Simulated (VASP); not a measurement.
Na: electric field gradients with PBE

Crystal: Na.

```
Na
1.0
     3.68877    0.00000    0.00000
    -1.84439    3.19457    0.00000
     0.00000    0.00000    6.26919
Na
2
Direct
  0.33333 0.66667 0.25000
  0.66667 0.33333 0.75000
```

```json
{
 "Program": "VASP 6.6.1",
 "Task": "electric field gradients",
 "Functional": "PBE",
 "Potentials or basis": "VASP PAW PBE potentials, release 64 (Na_pv)",
 "Cutoff": "400 eV",
 "k mesh": "9 × 9 × 5",
 "Occupations": "fermi-dirac, width 0.05 eV",
 "Spin": "no spin polarisation",
 "Dipole correction": "no",
 "Further INCAR settings": "ALGO = Normal; EDIFF = 1e-08; NBANDS = 14"
}
```

```yaml
Pressure: -0.2 GPa
Band_gap_on_the_k_mesh: zero (band 7 reaches 2.31 eV, above the bottom of band 8 at -1.54 eV)
```

Levels at points of the mesh, in eV from the Fermi level:
```tsv
k point	band 4	band 5	band 6	band 7	band 8	band 9	band 10	band 11
(0.00, 0.00, 0.00)	-24.92	-24.92	-24.92	-3.32	0.35	0.70	10.30	10.30
```

Electric field gradients, principal values (V/Å²):
```csv
atom,least,middle,greatest (by size)
1 Na,0.485,0.488,-0.973
2 Na,0.485,0.488,-0.973
```

It took 30 s on 1 thread of Intel Xeon 8259CL (shared host), peak memory 0.16 GiB.

Caveat: without QUAD_EFG the Cq values of the log hold for a quadrupole moment of 1 mb, not for the nuclei.
